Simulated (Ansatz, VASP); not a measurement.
# GaN: VASP beside Ansatz

```
Ga N
1.0
     3.21865    0.00000    0.00000
    -1.60933    2.78744    0.00000
     0.00000    0.00000    5.24349
Ga N
2 2
Direct
  0.33333 0.66667 0.99913
  0.66667 0.33333 0.49913
  0.33333 0.66667 0.37587
  0.66667 0.33333 0.87587
```

Alike in both runs: functional PBE; k mesh 12 × 12 × 6; occupations gaussian, width 0.02 eV; no spin polarisation.

Ansatz relaxed the structure, and its values are those at the end. VASP's run is a single point on that final structure, the one shown.

```csv
,VASP,Ansatz
version,VASP 6.6.1,Ansatz 0.2.0
potentials or method,"VASP PAW PBE potentials, release 64 (Ga_d, N), cutoff 520 eV","scalar-relativistic, plane waves, PAW"
valence electrons in the cell,36,36
```

Ansatz gave:

- gap on the k mesh at the Fermi level (eV): 1.71
- least direct gap on the mesh (eV): 1.71
- pressure (GPa): 0.0

Q: What did VASP give for the same quantities?

A: gap on the k mesh at the Fermi level (eV): 1.71; least direct gap on the mesh (eV): 1.71; pressure (GPa): 0.1.

The functional is the same, so the differences come from potentials, cutoffs and numerics.
